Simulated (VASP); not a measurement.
# ZrC (Fm-3m) in VASP: further runs

Runs on ZrC. Level: PBE. Tasks: electric field gradients.

Everything below comes from runs of VASP 6.6.1. Logs are shortened: lines on timing, memory, paths and dates and some standing lists are left out, and cuts for length are marked.

## (1) The cell of the first run

The structure is cubic, space group Fm-3m (No. 225). The conventional cell has a = 4.605 Å, b = 4.605 Å, c = 4.605 Å, α = 90.00°, β = 90.00°, γ = 90.00°. Zr (site symmetry m-3m) has 6 C at 2.30 Å within 3.0 Å. C (site symmetry m-3m) has 6 Zr at 2.30 Å within 3.0 Å.

## (2) Electric field gradients, PBE (volume scaled by 0.9405)

The input, INCAR:

```
SYSTEM = ZrC
  PREC = Accurate
  ENCUT = 520
  EDIFF = 1E-8
  ISMEAR = -1
  SIGMA = 0.05
  LREAL = .FALSE.
  LASPH = .TRUE.
  NELM = 80
  ALGO = Normal
  ISIF = 2
  LWAVE = .FALSE.
  LCHARG = .FALSE.
  GGA = PE
  LEFG = .TRUE.
  NBANDS = 15
```

The input, KPOINTS:

```
regular mesh
0
G
  15 15 15
  0 0 0
```

The input, POSCAR:

```
ZrC
1.0
    0.0000000000      2.3026411936      2.3026411936
    2.3026411936      0.0000000000      2.3026411936
    2.3026411936      2.3026411936      0.0000000000
Zr C
1 1
Direct
    0.5000000000      0.5000000000      0.5000000000
    0.0000000000      0.0000000000      0.0000000000
```

Potentials or basis: VASP PAW PBE potentials, release 64 (Zr_sv, C).

Run with:

```
cat potpaw_PBE.64/Zr_sv/POTCAR potpaw_PBE.64/C/POTCAR > POTCAR
mpirun -np 1 vasp_std > vasp.out
```

OUTCAR:

```text
SYSTEM = ZrC
   PREC = Accurate
   ENCUT = 520
   EDIFF = 1E-8
   ISMEAR = -1
   LREAL = .FALSE.
   LASPH = .TRUE.
   NELM = 80
   ISIF = 2
   GGA = PE

 ion  position               nearest neighbor table
   1  0.500  0.500  0.500-   2 2.30   2 2.30   2 2.30   2 2.30   2 2.30   2 2.30
   2  0.000  0.000  0.000-   1 2.30   1 2.30   1 2.30   1 2.30   1 2.30   1 2.30

  LATTYP: Found a face centered cubic cell.
 ALAT       =     4.6052823872

  Lattice vectors:

 A1 = (   0.0000000000,   2.3026411936,   2.3026411936)
 A2 = (   2.3026411936,   0.0000000000,   2.3026411936)
 A3 = (   2.3026411936,   2.3026411936,   0.0000000000)

Analysis of symmetry for initial positions (statically):
=====================================================================
 Subroutine PRICEL returns:
 Original cell was already a primitive cell.

 Routine SETGRP: Setting up the symmetry group for a
 face centered cubic supercell.

 Subroutine GETGRP returns: Found 48 space group operations
 (whereof 48 operations were pure point group operations)
 out of a pool of 48 trial point group operations.

The static configuration has the point symmetry O_h .

Analysis of symmetry for dynamics (positions and initial velocities):
=====================================================================
 Subroutine PRICEL returns:
 Original cell was already a primitive cell.

 Routine SETGRP: Setting up the symmetry group for a
 face centered cubic supercell.

 Subroutine GETGRP returns: Found 48 space group operations
 (whereof 48 operations were pure point group operations)
 out of a pool of 48 trial point group operations.

The dynamic configuration has the point symmetry O_h .

 Subroutine INISYM returns: Found 48 space group operations
 (whereof 48 operations are pure point group operations),
 and found     1 'primitive' translations

----------------------------------------------------------------------------------------

                                     Primitive cell

  volume of cell :      24.4179

  direct lattice vectors                    reciprocal lattice vectors
     0.000000000  2.302641194  2.302641194    -0.217141950  0.217141950  0.217141950
     2.302641194  0.000000000  2.302641194     0.217141950 -0.217141950  0.217141950
     2.302641194  2.302641194  0.000000000     0.217141950  0.217141950 -0.217141950

  length of vectors
     3.256426405  3.256426405  3.256426405     0.376100891  0.376100891  0.376100891

  position of ions in fractional coordinates (direct lattice)
     0.500000000  0.500000000  0.500000000
     0.000000000  0.000000000  0.000000000

  ion indices of the primitive-cell ions
   primitive index   ion index
                 1           1
                 2           2

----------------------------------------------------------------------------------------

 KPOINTS: regular mesh

Automatic generation of k-mesh.
 Grid dimensions read from file:
 generate k-points for:   15   15   15

 Generating k-lattice:

  Cartesian coordinates                     Fractional coordinates (reciprocal lattice)
    -0.014476130  0.014476130  0.014476130     0.066666667  0.000000000  0.000000000
     0.014476130 -0.014476130  0.014476130     0.000000000  0.066666667  0.000000000
     0.014476130  0.014476130 -0.014476130     0.000000000  0.000000000  0.066666667

  Length of vectors
     0.025073393  0.025073393  0.025073393

  Shift w.r.t. Gamma in fractional coordinates (k-lattice)
     0.000000000  0.000000000  0.000000000

 Subroutine IBZKPT returns following result:
 ===========================================

 Found    120 irreducible k-points:

 Following reciprocal coordinates:
            Coordinates               Weight
  0.000000  0.000000  0.000000      1.000000
  0.066667  0.000000  0.000000      8.000000
  0.133333  0.000000  0.000000      8.000000
  0.200000  0.000000  0.000000      8.000000
  0.266667  0.000000  0.000000      8.000000
  0.333333  0.000000  0.000000      8.000000
[... 16 lines left out ...]
  0.133333  0.133333  0.000000      6.000000
  0.200000  0.133333  0.000000     24.000000
 [... further k-points ...]
   k-points           NKPTS =    120   k-points in BZ     NKDIM =    120   number of bands    NBANDS=     15
   number of dos      NEDOS =    301   number of ions     NIONS =      2
   total plane-waves  NPLWV =  13824
   dimension x,y,z NGX =    24 NGY =   24 NGZ =   24
   dimension x,y,z NGXF=    48 NGYF=   48 NGZF=   48
   ions per type =               1   1
   NGX,Y,Z   is equivalent  to a cutoff of  12.25, 12.25, 12.25 a.u.
   NGXF,Y,Z  is equivalent  to a cutoff of  24.50, 24.50, 24.50 a.u.
 SYSTEM =  ZrC
   PREC   = accura    normal or accurate (medium, high low for compatibility)
   ISTART =      0    job   : 0-new  1-cont  2-samecut
   ICHARG =      2    charge: 1-file 2-atom 10-const
   ISPIN  =      1    spin polarized calculation?
   LNONCOLLINEAR =      F non collinear calculations
   LSORBIT =      F    spin-orbit coupling
   LASPH  =      T    aspherical Exc in radial PAW
   ENCUT  =  520.0 eV  38.22 Ry    6.18 a.u.   6.05  6.05  6.05*2*pi/ulx,y,z
   NELM   =     80;   NELMIN=  2; NELMDL= -5     # of ELM steps
   EDIFF  = 0.1E-07   stopping-criterion for ELM
   LREAL  =      F    real-space projection
   EDIFFG = 0.1E-06   stopping-criterion for IOM
   NSW    =      0    number of steps for IOM
   IBRION =     -1    ionic relax: 0-MD 1-quasi-New 2-CG
   NFREE  =      0    steps in history (QN), initial steepest desc. (CG)
   ISIF   =      2    stress and relaxation
   ISYM   =      2    0-nonsym 1-usesym 2-fastsym
   POTIM  = 0.5000    time-step for ionic-motion
   TEBEG  =    0.0;   TEEND  =   0.0 temperature during run
   PSTRESS=    0.0 pullay stress
   NELECT =      16.0000    total number of electrons
   NUPDOWN=      -1.0000    fix difference up-down
   EMIN   =  10.00;   EMAX   =-10.00  energy-range for DOS
   EFERMI =   0.00;   METHOD = LEGACY
   ISMEAR =    -1;   SIGMA  =   0.05  broadening in eV -4-tet -1-fermi 0-gaus
   EFERMI_NEDOS =   21; number of points for ismear=-14 and -15
   IALGO  =     38    algorithm
   IMIX   =      4    mixing-type and parameters
     AMIX     =   0.40;   BMIX     =  1.00
     AMIX_MAG =   1.60;   BMIX_MAG =  1.00
  volume/ion in A,a.u.               =      12.21        82.39
  Fermi-wavevector in a.u.,A,eV,Ry     =   1.421931  2.687060 27.509458  2.021888
  Thomas-Fermi vector in A             =   2.542689
   LORBIT       =      0    0 simple, 1 ext, 2 COOP (PROOUT), +10 PAW based schemes
   GGA     = PE    functional components
   LHFCALC =     F    Hartree Fock is set to
   AEXX    =    0.0000 exact exchange contribution
   IVDW    =     0    specifies the selected vdW correction
   LEPSILON=     F    determine dielectric tensor
   LRPA    =     F    only Hartree local field effects (RPA)
 non-spin polarized calculation
  energy-cutoff  :      520.00
  volume of cell :       24.42
 maximum number of plane-waves:       680
   NGX = 13   NGY = 13   NGZ = 13

 number of electron      16.0000000 magnetization

 Free energy of the ion-electron system (eV)
  ---------------------------------------------------
  ext. energy  EPLUGINS =         0.00000000
  ---------------------------------------------------
  free energy    TOTEN  =       -19.37510650 eV

  energy without entropy =      -19.37281823  energy(sigma->0) =      -19.37396236

 E-fermi :  10.3368     XC(G=0): -12.4396

 val. band max:       10.3062864881   @ k =   0.3333   0.2667   0.0000
 cond. band min:      10.3631620349   @ k =   0.4000   0.3333   0.0000
 fundamental gap:      0.0568755468
 Fermi energy:        10.3367592308

 k-point     1 :       0.0000    0.0000    0.0000
  band No.  band energies     occupation
      1     -37.5360      2.00000
      2     -15.1995      2.00000
      3     -15.1995      2.00000
      4     -15.1995      2.00000
      5      -1.1814      2.00000
      6      11.2844      0.00000
      7      11.2844      0.00000
      8      11.2844      0.00000
      9      11.4476      0.00000
     10      11.4476      0.00000
     11      11.4476      0.00000
     12      13.3270      0.00000
     13      13.3270      0.00000
     14      18.3620      0.00000
[... 401 lines left out ...]
      2     -15.5046      2.00000
      3     -15.2868      2.00000
      4     -15.2753      2.00000
      5      -0.3216      2.00000
      6       7.8507      2.00000
      7       9.5776      2.00000
      8       9.8508      1.99988
      9      10.8814      0.00004
     10      13.4522      0.00000
     11      13.8632      0.00000
     12      14.5465      0.00000
     13      16.6846      0.00000
     14      20.4008      0.00000
     15      23.2717      0.00000

 [... further k-points ...]

------------------------ aborting loop because EDIFF is reached ----------------------------------------

  FORCE on cell =-STRESS in cart. coord.  units (eV):
  Direction    XX          YY          ZZ          XY          YZ          ZX
  --------------------------------------------------------------------------------------
  -------------------------------------------------------------------------------------
  Total        2.6244637      2.6244637      2.6244637      0.0000000      0.0000000      0.0000000
  in kB      172.2036494    172.2036494    172.2036494      0.0000000      0.0000000      0.0000000
  external PRESSURE =     172.2036494 kB  Pullay stress =       0.0000000 kB

 VOLUME and BASIS-vectors are now :
 -----------------------------------------------------------------------------
  energy-cutoff  :      520.00
  volume of cell :       24.42
      direct lattice vectors                 reciprocal lattice vectors
     0.000000000  2.302641194  2.302641194    -0.217141950  0.217141950  0.217141950
     2.302641194  0.000000000  2.302641194     0.217141950 -0.217141950  0.217141950
     2.302641194  2.302641194  0.000000000     0.217141950  0.217141950 -0.217141950

 POSITION                                       TOTAL-FORCE (eV/Angst)
 -----------------------------------------------------------------------------------
      2.30264      2.30264      2.30264        -0.000000      0.000000      0.000000
      0.00000      0.00000      0.00000         0.000000     -0.000000     -0.000000
 -----------------------------------------------------------------------------------
    total drift:                                0.000000     -0.000000      0.000000

  FREE ENERGIE OF THE ION-ELECTRON SYSTEM (eV)
  ---------------------------------------------------
  free  energy   TOTEN  =       -19.3751064952 eV

  energy  without entropy=      -19.3728182256  energy(sigma->0) =      -19.37396236

 Electric field gradients (V/A^2)
---------------------------------------------------------------------
 ion       V_xx      V_yy      V_zz      V_xy      V_xz      V_yz
---------------------------------------------------------------------
   1       0.000     0.000    -0.000    -0.000    -0.000    -0.000
   2       0.000    -0.000    -0.000     0.000     0.000     0.000
---------------------------------------------------------------------

 Electric field gradients after diagonalization (V/A^2)
 (convention: |V_zz| > |V_xx| > |V_yy|)
----------------------------------------------------------------------
 ion       V_xx      V_yy      V_zz     asymmetry (V_yy - V_xx)/ V_zz
----------------------------------------------------------------------
   1       0.000     0.000    -0.000       0.000
   2      -0.000    -0.000     0.001       0.000
----------------------------------------------------------------------

           NMR quadrupolar parameters

 Cq : quadrupolar parameter    Cq=e*Q*V_zz/h
 eta: asymmetry parameters     (V_yy - V_xx)/ V_zz
 Q  : nuclear electric quadrupole moment in mb (millibarn)
----------------------------------------------------------------------
 ion       Cq(MHz)       eta       Q (mb)
----------------------------------------------------------------------
   1      -0.000       0.000       1.000
   2       0.000       0.000       1.000
----------------------------------------------------------------------
```

It took 13 s on 1 thread of Intel Xeon 6975P-C (Granite Rapids), shared host; peak memory 0.17 GiB.

What came out:

```yaml
Free_energy: -19.3751 eV
Pressure: 17.2 GPa
Band_gap_on_the_k_mesh: zero (band 8 reaches 11.28 eV, above the bottom of band 9 at 9.97 eV)
```

Levels at points of the mesh, in eV from the Fermi level:
```
           k point  band 5  band 6  band 7  band 8  band 9  band 10  band 11  band 12
(0.00, 0.00, 0.00)  -11.52    0.95    0.95    0.95    1.11     1.11     1.11     2.99
```

Caveat: without QUAD_EFG the Cq values of the log hold for a quadrupole moment of 1 mb, not for the nuclei.

## (3) Electric field gradients, PBE (volume scaled by 0.9405)

The input, INCAR:

```
PREC = Accurate
ENCUT = 520
EDIFF = 1E-8
ISMEAR = -1
SIGMA = 0.05
LREAL = F
LASPH = T
NELM = 80
ALGO = Normal
ISIF = 2
LWAVE = F
LCHARG = F
GGA = PE
LEFG = T
NBANDS = 15
```

The input, KPOINTS:

```
regular mesh
0
Gamma
  15 15 15
```

POSCAR is that of step 2.

Potentials or basis: VASP PAW PBE potentials, release 64 (Zr_sv, C).

Run with:

```
cat potpaw_PBE.64/Zr_sv/POTCAR potpaw_PBE.64/C/POTCAR > POTCAR
mpirun -np 1 vasp_std > vasp.out
```

OUTCAR:

```text
PREC = Accurate
   ENCUT = 520
   EDIFF = 1E-8
   ISMEAR = -1
   LREAL = F
   LASPH = T
   NELM = 80
   ISIF = 2
   GGA = PE

 ion  position               nearest neighbor table
   1  0.500  0.500  0.500-   2 2.30   2 2.30   2 2.30   2 2.30   2 2.30   2 2.30
   2  0.000  0.000  0.000-   1 2.30   1 2.30   1 2.30   1 2.30   1 2.30   1 2.30

  LATTYP: Found a face centered cubic cell.
 ALAT       =     4.6052823872

  Lattice vectors:

 A1 = (   0.0000000000,   2.3026411936,   2.3026411936)
 A2 = (   2.3026411936,   0.0000000000,   2.3026411936)
 A3 = (   2.3026411936,   2.3026411936,   0.0000000000)

Analysis of symmetry for initial positions (statically):
=====================================================================
 Subroutine PRICEL returns:
 Original cell was already a primitive cell.

 Routine SETGRP: Setting up the symmetry group for a
 face centered cubic supercell.

 Subroutine GETGRP returns: Found 48 space group operations
 (whereof 48 operations were pure point group operations)
 out of a pool of 48 trial point group operations.

The static configuration has the point symmetry O_h .

Analysis of symmetry for dynamics (positions and initial velocities):
=====================================================================
 Subroutine PRICEL returns:
 Original cell was already a primitive cell.

 Routine SETGRP: Setting up the symmetry group for a
 face centered cubic supercell.

 Subroutine GETGRP returns: Found 48 space group operations
 (whereof 48 operations were pure point group operations)
 out of a pool of 48 trial point group operations.

The dynamic configuration has the point symmetry O_h .

[... 573 lines left out ...]
      6       7.8507      2.00000
      7       9.5776      2.00000
      8       9.8508      1.99988
      9      10.8814      0.00004
     10      13.4522      0.00000
     11      13.8632      0.00000
     12      14.5465      0.00000
     13      16.6846      0.00000
     14      20.4008      0.00000
     15      23.2717      0.00000

 [... further k-points ...]

------------------------ aborting loop because EDIFF is reached ----------------------------------------

  FORCE on cell =-STRESS in cart. coord.  units (eV):
  Direction    XX          YY          ZZ          XY          YZ          ZX
  --------------------------------------------------------------------------------------
  -------------------------------------------------------------------------------------
  Total        2.6244637      2.6244637      2.6244637      0.0000000      0.0000000      0.0000000
  in kB      172.2036494    172.2036494    172.2036494      0.0000000      0.0000000      0.0000000
  external PRESSURE =     172.2036494 kB  Pullay stress =       0.0000000 kB

 VOLUME and BASIS-vectors are now :
 -----------------------------------------------------------------------------
  energy-cutoff  :      520.00
  volume of cell :       24.42
      direct lattice vectors                 reciprocal lattice vectors
     0.000000000  2.302641194  2.302641194    -0.217141950  0.217141950  0.217141950
     2.302641194  0.000000000  2.302641194     0.217141950 -0.217141950  0.217141950
     2.302641194  2.302641194  0.000000000     0.217141950  0.217141950 -0.217141950

 POSITION                                       TOTAL-FORCE (eV/Angst)
 -----------------------------------------------------------------------------------
      2.30264      2.30264      2.30264        -0.000000      0.000000      0.000000
      0.00000      0.00000      0.00000         0.000000     -0.000000     -0.000000
 -----------------------------------------------------------------------------------
    total drift:                                0.000000     -0.000000      0.000000

  FREE ENERGIE OF THE ION-ELECTRON SYSTEM (eV)
  ---------------------------------------------------
  free  energy   TOTEN  =       -19.3751064952 eV

  energy  without entropy=      -19.3728182256  energy(sigma->0) =      -19.37396236

 Electric field gradients (V/A^2)
---------------------------------------------------------------------
 ion       V_xx      V_yy      V_zz      V_xy      V_xz      V_yz
---------------------------------------------------------------------
   1       0.000     0.000    -0.000    -0.000    -0.000    -0.000
   2       0.000    -0.000    -0.000     0.000     0.000     0.000
---------------------------------------------------------------------

 Electric field gradients after diagonalization (V/A^2)
 (convention: |V_zz| > |V_xx| > |V_yy|)
----------------------------------------------------------------------
 ion       V_xx      V_yy      V_zz     asymmetry (V_yy - V_xx)/ V_zz
----------------------------------------------------------------------
   1       0.000     0.000    -0.000       0.000
   2      -0.000    -0.000     0.001       0.000
----------------------------------------------------------------------

           NMR quadrupolar parameters

 Cq : quadrupolar parameter    Cq=e*Q*V_zz/h
 eta: asymmetry parameters     (V_yy - V_xx)/ V_zz
 Q  : nuclear electric quadrupole moment in mb (millibarn)
----------------------------------------------------------------------
 ion       Cq(MHz)       eta       Q (mb)
----------------------------------------------------------------------
   1      -0.000       0.000       1.000
   2       0.000       0.000       1.000
----------------------------------------------------------------------
```

stdout:

```text
POSCAR found type information on POSCAR ZrC
 POSCAR found :  2 types and       2 ions
 scaLAPACK will be used
 LDA part: xc-table for (Slater+PW92), standard interpolation
 POSCAR, INCAR and KPOINTS ok, starting setup
 FFT: planning ... GRIDC
 FFT: planning ... GRID_SOFT
 FFT: planning ... GRID
 WAVECAR not read
 entering main loop
ion   1

ion   2
```

Wall time 13 s (1 thread of Intel Xeon 6975P-C (Granite Rapids), shared host); peak memory 0.17 GiB.

What came out:

```yaml
Free_energy: -19.3751 eV
Pressure: 17.2 GPa
Band_gap_on_the_k_mesh: zero (band 8 reaches 11.28 eV, above the bottom of band 9 at 9.97 eV)
```

Levels at points of the mesh, in eV from the Fermi level:
| k point | band 6 | band 7 | band 8 | band 9 | band 10 | band 11 |
| --- | --- | --- | --- | --- | --- | --- |
| (0.00, 0.00, 0.00) | 0.95 | 0.95 | 0.95 | 1.11 | 1.11 | 1.11 |

Caveat: without QUAD_EFG the Cq values of the log hold for a quadrupole moment of 1 mb, not for the nuclei.
